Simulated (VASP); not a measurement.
# AlAs (F-43m) in VASP: single point with r2SCAN

Aim: the single point of AlAs with r2SCAN.

Everything below comes from runs of VASP 6.6.1. Logs are shortened: lines on timing, memory, paths and dates and some standing lists are left out, and cuts for length are marked.

## (1) The cell of the first run

The structure is cubic, space group F-43m (No. 216). Conventional cell: a = 5.728 Å, b = 5.728 Å, c = 5.728 Å, α = 90.00°, β = 90.00°, γ = 90.00°. Within 3.3 Å of Al (site symmetry -43m) lie 4 As at 2.48 Å. Within 3.3 Å of As (site symmetry -43m) lie 4 Al at 2.48 Å.

## (2) Single point, r2SCAN

The input, POSCAR:

```
AlAs
1.0
    0.0000000000      2.8639562590      2.8639562590
    2.8639562590      0.0000000000      2.8639562590
    2.8639562590      2.8639562590      0.0000000000
Al As
1 1
Direct
    0.0000000000      0.0000000000      0.0000000000
    0.2500000000      0.2500000000      0.2500000000
```

The input, INCAR.step1:

```
SYSTEM = AlAs
PREC = Accurate
ENCUT = 550
ISMEAR = 0
SIGMA = 0.02
LREAL = .False.
LASPH = .True.
NELM = 120
NBANDS = 11
GGA = PE
ALGO = Normal
EDIFF = 1E-5
LWAVE = .True.
LCHARG = .False.
GGA_COMPAT = .False.
```

The input, INCAR.step2:

```
SYSTEM = AlAs
PREC = Accurate
ENCUT = 550
EDIFF = 1E-6
ISMEAR = 0
SIGMA = 0.02
LREAL = .False.
LASPH = .True.
NELM = 120
ALGO = Normal
ISIF = 2
LWAVE = .False.
LCHARG = .False.
METAGGA = R2SCAN
LMIXTAU = .True.
NBANDS = 11
ISTART = 1
GGA_COMPAT = .False.
```

The input, KPOINTS:

```
regular mesh
0
Gamma
  8 8 8
  0 0 0
```

Potentials or basis: VASP PAW PBE potentials, release 64 (Al, As).

Command:

```
$ cat potpaw_PBE.64/Al/POTCAR potpaw_PBE.64/As/POTCAR > POTCAR
$ cp INCAR.step1 INCAR
$ mpirun -np 1 vasp_std > vasp.out
$ cp INCAR.step2 INCAR
$ mpirun -np 1 vasp_std > vasp.out
```

OUTCAR:

```text
SYSTEM = AlAs
   PREC = Accurate
   ENCUT = 550
   EDIFF = 1E-6
   ISMEAR = 0
   LREAL = .False.
   LASPH = .True.
   NELM = 120
   ISIF = 2
   METAGGA = R2SCAN
   ISTART = 1

 ion  position               nearest neighbor table
   1  0.000  0.000  0.000-   2 2.48   2 2.48   2 2.48   2 2.48
   2  0.250  0.250  0.250-   1 2.48   1 2.48   1 2.48   1 2.48

  LATTYP: Found a face centered cubic cell.
 ALAT       =     5.7279125180

  Lattice vectors:

 A1 = (   0.0000000000,   2.8639562590,   2.8639562590)
 A2 = (   2.8639562590,   0.0000000000,   2.8639562590)
 A3 = (   2.8639562590,   2.8639562590,   0.0000000000)

Analysis of symmetry for initial positions (statically):
=====================================================================
 Subroutine PRICEL returns:
 Original cell was already a primitive cell.

 Routine SETGRP: Setting up the symmetry group for a
 face centered cubic supercell.

 Subroutine GETGRP returns: Found 24 space group operations
 (whereof 24 operations were pure point group operations)
 out of a pool of 48 trial point group operations.

The static configuration has the point symmetry T_d .

Analysis of symmetry for dynamics (positions and initial velocities):
=====================================================================
 Subroutine PRICEL returns:
 Original cell was already a primitive cell.

 Routine SETGRP: Setting up the symmetry group for a
 face centered cubic supercell.

 Subroutine GETGRP returns: Found 24 space group operations
 (whereof 24 operations were pure point group operations)
 out of a pool of 48 trial point group operations.

The dynamic configuration has the point symmetry T_d .

 Subroutine INISYM returns: Found 24 space group operations
 (whereof 24 operations are pure point group operations),
 and found     1 'primitive' translations

----------------------------------------------------------------------------------------

                                     Primitive cell

  volume of cell :      46.9817

  direct lattice vectors                    reciprocal lattice vectors
     0.000000000  2.863956259  2.863956259    -0.174583672  0.174583672  0.174583672
     2.863956259  0.000000000  2.863956259     0.174583672 -0.174583672  0.174583672
     2.863956259  2.863956259  0.000000000     0.174583672  0.174583672 -0.174583672

  length of vectors
     4.050245784  4.050245784  4.050245784     0.302387790  0.302387790  0.302387790

  position of ions in fractional coordinates (direct lattice)
     0.000000000  0.000000000  0.000000000
     0.250000000  0.250000000  0.250000000

  ion indices of the primitive-cell ions
   primitive index   ion index
                 1           1
                 2           2

----------------------------------------------------------------------------------------

 KPOINTS: regular mesh

Automatic generation of k-mesh.
 Grid dimensions read from file:
 generate k-points for:    8    8    8

 Generating k-lattice:

  Cartesian coordinates                     Fractional coordinates (reciprocal lattice)
    -0.021822959  0.021822959  0.021822959     0.125000000  0.000000000  0.000000000
     0.021822959 -0.021822959  0.021822959     0.000000000  0.125000000  0.000000000
     0.021822959  0.021822959 -0.021822959     0.000000000  0.000000000  0.125000000

  Length of vectors
     0.037798474  0.037798474  0.037798474

  Shift w.r.t. Gamma in fractional coordinates (k-lattice)
     0.000000000  0.000000000  0.000000000

 Subroutine IBZKPT returns following result:
 ===========================================

 Found     29 irreducible k-points:

 Following reciprocal coordinates:
            Coordinates               Weight
  0.000000  0.000000  0.000000      1.000000
  0.125000  0.000000  0.000000      8.000000
  0.250000  0.000000  0.000000      8.000000
  0.375000  0.000000  0.000000      8.000000
  0.500000  0.000000  0.000000      4.000000
  0.125000  0.125000  0.000000      6.000000
[... 16 lines left out ...]
  0.500000  0.250000  0.125000     48.000000
 -0.375000  0.250000  0.125000     24.000000
 [... further k-points ...]
   k-points           NKPTS =     29   k-points in BZ     NKDIM =     29   number of bands    NBANDS=     11
   number of dos      NEDOS =    301   number of ions     NIONS =      2
   total plane-waves  NPLWV =  32768
   dimension x,y,z NGX =    32 NGY =   32 NGZ =   32
   dimension x,y,z NGXF=    64 NGYF=   64 NGZF=   64
   ions per type =               1   1
   NGX,Y,Z   is equivalent  to a cutoff of  13.13, 13.13, 13.13 a.u.
   NGXF,Y,Z  is equivalent  to a cutoff of  26.27, 26.27, 26.27 a.u.
 SYSTEM =  AlAs
   PREC   = accura    normal or accurate (medium, high low for compatibility)
   ISTART =      1    job   : 0-new  1-cont  2-samecut
   ICHARG =      0    charge: 1-file 2-atom 10-const
   ISPIN  =      1    spin polarized calculation?
   LNONCOLLINEAR =      F non collinear calculations
   LSORBIT =      F    spin-orbit coupling
   LASPH  =      T    aspherical Exc in radial PAW
   ENCUT  =  550.0 eV  40.42 Ry    6.36 a.u.   7.74  7.74  7.74*2*pi/ulx,y,z
   NELM   =    120;   NELMIN=  2; NELMDL=  0     # of ELM steps
   EDIFF  = 0.1E-05   stopping-criterion for ELM
   LREAL  =      F    real-space projection
   EDIFFG = 0.1E-04   stopping-criterion for IOM
   NSW    =      0    number of steps for IOM
   IBRION =     -1    ionic relax: 0-MD 1-quasi-New 2-CG
   NFREE  =      0    steps in history (QN), initial steepest desc. (CG)
   ISIF   =      2    stress and relaxation
   ISYM   =      2    0-nonsym 1-usesym 2-fastsym
   POTIM  = 0.5000    time-step for ionic-motion
   TEBEG  =    0.0;   TEEND  =   0.0 temperature during run
   PSTRESS=    0.0 pullay stress
   NELECT =       8.0000    total number of electrons
   NUPDOWN=      -1.0000    fix difference up-down
   EMIN   =  10.00;   EMAX   =-10.00  energy-range for DOS
   EFERMI =   0.00;   METHOD = LEGACY
   ISMEAR =     0;   SIGMA  =   0.02  broadening in eV -4-tet -1-fermi 0-gaus
   EFERMI_NEDOS =   21; number of points for ismear=-14 and -15
   IALGO  =     38    algorithm
   IMIX   =      4    mixing-type and parameters
     AMIX     =   0.40;   BMIX     =  1.00
     AMIX_MAG =   1.60;   BMIX_MAG =  1.00
  volume/ion in A,a.u.               =      23.49       158.52
  Fermi-wavevector in a.u.,A,eV,Ry     =   0.907392  1.714723 11.202505  0.823361
  Thomas-Fermi vector in A             =   2.031194
   LORBIT       =      0    0 simple, 1 ext, 2 COOP (PROOUT), +10 PAW based schemes
   METAGGA = R2SCAN    functional components
   LHFCALC =     F    Hartree Fock is set to
   AEXX    =    0.0000 exact exchange contribution
   IVDW    =     0    specifies the selected vdW correction
   LEPSILON=     F    determine dielectric tensor
   LRPA    =     F    only Hartree local field effects (RPA)
 non-spin polarized calculation
 Gauss-broadening in eV      SIGMA  =   0.02
  energy-cutoff  :      550.00
  volume of cell :       46.98
 maximum number of plane-waves:      1387
   NGX = 15   NGY = 15   NGZ = 15

 number of electron       8.0000000 magnetization

 Free energy of the ion-electron system (eV)
  ---------------------------------------------------
  ext. energy  EPLUGINS =         0.00000000
  ---------------------------------------------------
  free energy    TOTEN  =       -22.68765300 eV

  energy without entropy =      -22.68765300  energy(sigma->0) =      -22.68765300

 E-fermi :   3.5364     XC(G=0):  -9.3099

 val. band max:        3.3700798134   @ k =   0.0000   0.0000   0.0000
 cond. band min:       5.2142725940   @ k =   0.5000   0.5000   0.0000
 fundamental gap:      1.8441927806
 Fermi energy:         3.5364168751

 k-point     1 :       0.0000    0.0000    0.0000
  band No.  band energies     occupation
      1      -8.7506      2.00000
      2       3.3701      2.00000
      3       3.3701      2.00000
      4       3.3701      2.00000
      5       5.7750      0.00000
      6       8.0138      0.00000
      7       8.0138      0.00000
      8       8.0138      0.00000
      9      12.8213      0.00000
     10      12.8213      0.00000
     11      12.9006      0.00000

 k-point     2 :       0.1250    0.0000    0.0000
  band No.  band energies     occupation
      1      -8.5975      2.00000
      2       1.9879      2.00000
      3       3.2116      2.00000
      4       3.2116      2.00000
      5       6.5002      0.00000
      6       8.2981      0.00000
      7       8.2981      0.00000
      8       8.4231      0.00000
      9      12.2518      0.00000
     10      12.2518      0.00000
     11      13.6172      0.00000

 k-point     3 :       0.2500    0.0000    0.0000
  band No.  band energies     occupation
      1      -8.1743      2.00000
      2       0.0206      2.00000
      3       2.8945      2.00000
      4       2.8945      2.00000
      5       6.3449      0.00000
      6       8.6547      0.00000
      7       8.6547      0.00000
      8      10.2121      0.00000
      9      12.1631      0.00000
     10      12.1631      0.00000
     11      13.4167      0.00000

 k-point     4 :       0.3750    0.0000    0.0000
  band No.  band energies     occupation
      1      -7.6321      2.00000
      2      -1.5360      2.00000
      3       2.6380      2.00000
      4       2.6380      2.00000
      5       6.0044      0.00000
      6       8.5562      0.00000
      7       8.5562      0.00000
      8      11.5955      0.00000
      9      13.4918      0.00000
     10      13.4918      0.00000
     11      13.6836      0.00000
[... 239 lines left out ...]
 k-point    22 :       0.3750    0.2500    0.1250
  band No.  band energies     occupation
      1      -7.8210      2.00000
      2      -0.3702      2.00000
      3       1.4563      2.00000
      4       2.4089      2.00000
      5       7.3380      0.00000
      6       7.9954      0.00000
      7       9.1007      0.00000
      8      10.2995      0.00000
      9      12.0058      0.00000
     10      14.3594      0.00000
     11      16.0073      0.00000

 k-point    23 :       0.5000    0.2500    0.1250
  band No.  band energies     occupation
      1      -7.3347      2.00000
      2      -1.3889      2.00000
      3       0.8768      2.00000
      4       2.0328      2.00000
      5       7.4141      0.00000
      6       8.2268      0.00000
      7       9.5659      0.00000
      8      10.6618      0.00000
      9      13.2016      0.00000
     10      14.5051      0.00000
     11      16.1732      0.00000

 k-point    24 :      -0.3750    0.2500    0.1250
  band No.  band energies     occupation
      1      -7.0864      2.00000
      2      -1.8661      2.00000
      3       0.7264      2.00000
      4       1.8510      2.00000
      5       7.3947      0.00000
      6       8.0268      0.00000
      7      10.4503      0.00000
      8      11.4412      0.00000
      9      12.2453      0.00000
     10      14.9868      0.00000
     11      16.2938      0.00000

 [... further k-points ...]

------------------------ aborting loop because EDIFF is reached ----------------------------------------

  FORCE on cell =-STRESS in cart. coord.  units (eV):
  Direction    XX          YY          ZZ          XY          YZ          ZX
  --------------------------------------------------------------------------------------
  -------------------------------------------------------------------------------------
  Total       -0.5689605     -0.5689605     -0.5689605     -0.0000000      0.0000000     -0.0000000
  in kB      -19.4027639    -19.4027639    -19.4027639     -0.0000000      0.0000000     -0.0000000
  external PRESSURE =     -19.4027639 kB  Pullay stress =       0.0000000 kB

 VOLUME and BASIS-vectors are now :
 -----------------------------------------------------------------------------
  energy-cutoff  :      550.00
  volume of cell :       46.98
      direct lattice vectors                 reciprocal lattice vectors
     0.000000000  2.863956259  2.863956259    -0.174583672  0.174583672  0.174583672
     2.863956259  0.000000000  2.863956259     0.174583672 -0.174583672  0.174583672
     2.863956259  2.863956259  0.000000000     0.174583672  0.174583672 -0.174583672

 POSITION                                       TOTAL-FORCE (eV/Angst)
 -----------------------------------------------------------------------------------
      0.00000      0.00000      0.00000        -0.000000     -0.000000      0.000000
      1.43198      1.43198      1.43198         0.000000      0.000000     -0.000000
 -----------------------------------------------------------------------------------
    total drift:                                0.000000      0.000000      0.000000

  FREE ENERGIE OF THE ION-ELECTRON SYSTEM (eV)
  ---------------------------------------------------
  free  energy   TOTEN  =       -22.6876530008 eV

  energy  without entropy=      -22.6876530008  energy(sigma->0) =      -22.68765300
```

Run time: 71 s. Hardware: 1 thread of Intel Xeon 8259CL, shared host; peak memory 0.19 GiB.

Results:

- Free energy: -22.6877 eV
- Pressure: -1.9 GPa
- Band gap on the k mesh: 1.84 eV (least direct gap 2.40 eV)

Levels at points of the mesh, in eV from the valence-band top:
```
           k point  band 1  band 2  band 3  band 4  band 5  band 6  band 7  band 8  band 9
(0.00, 0.00, 0.00)  -12.12    0.00    0.00    0.00    2.40    4.64    4.64    4.64    9.45
(0.50, 0.00, 0.00)  -10.72   -5.54   -0.83   -0.83    2.50    5.07    5.07    8.31   11.76
(0.50, 0.50, 0.00)  -10.17   -5.42   -2.16   -2.16    1.84    2.67   10.89   10.89   12.30
```

Caveat: the PAW data sets were made with another functional, which shifts forces and pressure a little.
